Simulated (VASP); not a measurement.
Ti: single point with PBEsol

Ti:

```xyz
3
Lattice="4.3795 0.0000 0.0000 -2.1898 3.7928 0.0000 0.0000 0.0000 2.5968" Properties=species:S:1:pos:R:3 pbc="T T T"
Ti    0.0000    0.0000    0.0000
Ti    0.0000    2.5285    1.2984
Ti    2.1898    1.2643    1.2984
```

This isn't the form of Ti at room conditions, which is hcp.

```yaml
Program: VASP 6.6.1
Task: single point
Functional: PBEsol
Potentials_or_basis: VASP PAW PBE potentials, release 64 (Ti_sv)
Cutoff: 520 eV
k_mesh: 12 × 12 × 14
Occupations: gaussian, width 0.15 eV
Spin: no spin polarisation
Dipole_correction: no
Further_INCAR_settings: ALGO = Fast; EDIFF = 1e-06; NBANDS = 25
```

```json
{
 "Pressure": "20.4 GPa",
 "Band gap on the k mesh": "zero (bands 18 and 19 overlap by 0.41 eV)"
}
```

Stress tensor (GPa, compression positive):
```
16.29  0.00  0.00
 0.00 16.29  0.00
 0.00  0.00 28.66
```

Levels at points of the mesh, in eV from the Fermi level:
| k point | band 16 | band 17 | band 18 | band 19 | band 20 | band 21 |
| --- | --- | --- | --- | --- | --- | --- |
| (0.00, 0.00, 0.00) | -0.72 | -0.64 | -0.64 | -0.18 | 0.54 | 1.51 |
| (0.50, 0.00, 0.00) | -0.66 | -0.55 | -0.54 | -0.07 | 0.43 | 1.63 |
| (0.00, 0.00, 0.50) | -1.98 | -1.85 | -1.28 | 1.06 | 1.06 | 1.68 |
| (0.50, 0.00, 0.50) | -1.49 | -0.61 | -0.49 | 0.32 | 1.12 | 1.43 |

Run time: 13 min on 1 thread of Intel Xeon 8259CL (shared host), peak memory 0.26 GiB.

Caveat: the stress differs along the axes, from 16 to 29 GPa; the PAW data sets were made with another functional, which shifts forces and pressure a little.
